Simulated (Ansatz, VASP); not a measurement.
**Two plane-wave programs on SnO2**

```
CELL_PARAMETERS angstrom
4.73735 0.00000 0.00000
0.00000 4.73735 0.00000
0.00000 0.00000 3.18640
ATOMIC_POSITIONS crystal
Sn 0.02799 0.02799 0.00000
Sn 0.50000 0.50000 0.50000
O 0.30562 0.30562 0.00000
O 0.19438 0.80562 0.50000
O 0.69438 0.69438 0.00000
O 0.80562 0.19438 0.50000
```

Alike in both runs: task single point; functional PBE; k mesh 6 × 6 × 8; occupations gaussian, width 0.05 eV; no spin polarisation.

```csv
,VASP,Ansatz
version,VASP 6.6.1,Ansatz 0.2.0
potentials or method,"VASP PAW PBE potentials, release 64 (Sn_d, O), cutoff 520 eV","scalar-relativistic, plane waves, PAW"
valence electrons in the cell,52,52
```

|  | VASP | Ansatz | Ansatz less VASP |
| --- | --- | --- | --- |
| gap on the k mesh at the Fermi level (eV) | 1.04 | 1.05 | +0.014 |
| least direct gap on the mesh (eV) | 1.04 | 1.05 | +0.014 |
| pressure (GPa) | 14.3 | 13.7 | -0.62 |
| traceless stress, the component that is largest in VASP (GPa) | 5.65 | 5.78 | +0.128 |
| rms of the force components (eV/Å) | 1.512 | 1.509 | -0.0026 |

Atom by atom the forces differ by 0.016 eV/Å (rms over components).
